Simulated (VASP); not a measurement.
Set up this calculation in VASP 6.6.1, as the native input.

```yaml
Task: single point
Functional: PBE
Potentials_or_basis: VASP PAW PBE potentials, release 64 (Ta_pv, N)
Cutoff: 520 eV
k_mesh: 10 × 10 × 10
Occupations: fermi-dirac, width 0.05 eV
Spin: no spin polarisation
Dipole_correction: no
Further_INCAR_settings: ALGO = Normal; EDIFF = 1e-06; NBANDS = 15
```

The structure of TaN lies in POSCAR:

```
TaN
1.0
    2.7682632303      0.0000000000      0.0000000000
    0.0000000000      2.7682632303      0.0000000000
    0.0000000000      0.0000000000      2.7682632303
Ta N
1 1
Direct
    0.0000000000      0.0000000000      0.0000000000
    0.5000000000      0.5000000000      0.5000000000
```

The input as run:

INCAR

```
PREC = Accurate
ENCUT = 520
EDIFF = 1E-6
ISMEAR = -1
SIGMA = 0.05
LREAL = False
LASPH = True
NELM = 80
ALGO = Normal
ISIF = 2
LWAVE = False
LCHARG = True
GGA = PE
LELF = True
LVHAR = True
NBANDS = 15
```

KPOINTS

```
regular mesh
0
Gamma
  10 10 10
```

Potentials or basis: VASP PAW PBE potentials, release 64 (Ta_pv, N).

Command:

```console
$ cat potpaw_PBE.64/Ta_pv/POTCAR potpaw_PBE.64/N/POTCAR > POTCAR
$ mpirun -np 1 vasp_std > vasp.out
```

It gave:

- Pressure: -5.7 GPa
- Band gap on the k mesh: zero (band 8 reaches 14.95 eV, above the bottom of band 9 at 6.40 eV)

Caveat: spin-orbit coupling is left out, which moves the levels of the heavy elements.

Run time: 12 s on 1 thread of Intel(R) Xeon(R) Platinum 8488C (Sapphire Rapids), on a shared host, peak memory 0.14 GiB.
